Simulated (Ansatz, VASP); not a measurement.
Two plane-wave programs on CdH2O2

```xyz
5
Lattice="3.5020 0.0000 0.0000 -1.7510 3.0328 0.0000 0.0000 0.0000 4.5692" Properties=species:S:1:pos:R:3 pbc="T T T"
Cd    0.0000    0.0000    0.0000
H     1.7510    1.0109    2.4987
H     0.0000    2.0219    2.0704
O     1.7510    1.0109    3.4644
O     0.0000    2.0219    1.1048
```

Alike in both runs: task single point; functional PBEsol; k mesh 6 × 6 × 4; no spin polarisation.

|  | VASP | Ansatz |
| --- | --- | --- |
| version | VASP 6.6.1 | Ansatz 0.2.0 |
| potentials or method | VASP PAW PBE potentials, release 64 (Cd, H, O) | plane waves |
| plane-wave cutoff (eV) | 600 | 420 |
| occupations | gaussian, width 0.01 eV | fixed |
| valence electrons in the cell | 26 | 34 |

Ansatz gave:

| Property | Result |
| --- | --- |
| gap on the k mesh at the Fermi level (eV) | 1.64 |
| pressure (GPa) | 1.2 |
| traceless stress, the component that is largest in VASP (GPa) | 2.39 |
| rms of the force components (eV/Å) | 0.316 |

Problem. Which values does VASP return?

Solution. gap on the k mesh at the Fermi level (eV): 1.62; pressure (GPa): 1.9; traceless stress, the component that is largest in VASP (GPa): 2.73; rms of the force components (eV/Å): 0.368.

VASP's potentials were made for PBE, not for PBEsol. Atom by atom the forces differ by 0.057 eV/Å (rms over components). VASP's potentials hold 26 valence electrons a cell and Ansatz's 34, so a difference there can come from the potentials and not from the codes.
